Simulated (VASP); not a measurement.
Write the native input for VASP 6.6.1 that does the following.

- Task: single point
- Functional: LDA
- Potentials or basis: VASP PAW LDA potentials, release 64 (Hg)
- Cutoff: 520 eV
- k mesh: 9 × 9 × 9
- Occupations: methfessel-paxton, width 0.05 eV
- Spin: no spin polarisation
- Dipole correction: no
- Further INCAR settings: ALGO = Normal; EDIFF = 1e-06; NBANDS = 12

The structure of Hg lies in POSCAR:

```
Hg
1.0
    3.2739230000      0.0000000000      0.0000000000
   -1.0293416700      3.1078976071      0.0000000000
   -1.1222907500     -1.5539489212      2.6541058820
Hg
1
Direct
    0.5000000000      0.5000000000      0.0000000000
```

One way to write it, as run:

INCAR

```
PREC = Accurate
ENCUT = 520
EDIFF = 1E-6
ISMEAR = 1
SIGMA = 0.05
LREAL = False
LASPH = True
NELM = 60
ALGO = Normal
ISIF = 2
LWAVE = False
LCHARG = False
NBANDS = 12
```

KPOINTS

```
regular mesh
0
Gamma
  9 9 9
```

Potentials or basis: VASP PAW LDA potentials, release 64 (Hg).

Command:

```console
$ cat potpaw_LDA.64/Hg/POTCAR > POTCAR
$ mpirun -np 1 vasp_std > vasp.out
```

It gave:

- Pressure: -4.8 GPa
- Band gap on the k mesh: zero (band 6 reaches 2.69 eV, above the bottom of band 7 at 0.96 eV)

Caveat: spin-orbit coupling is left out, which moves the levels of the heavy elements.

It took 12 s on 1 thread of Intel Xeon 8259CL, on a shared host, peak memory 0.14 GiB.
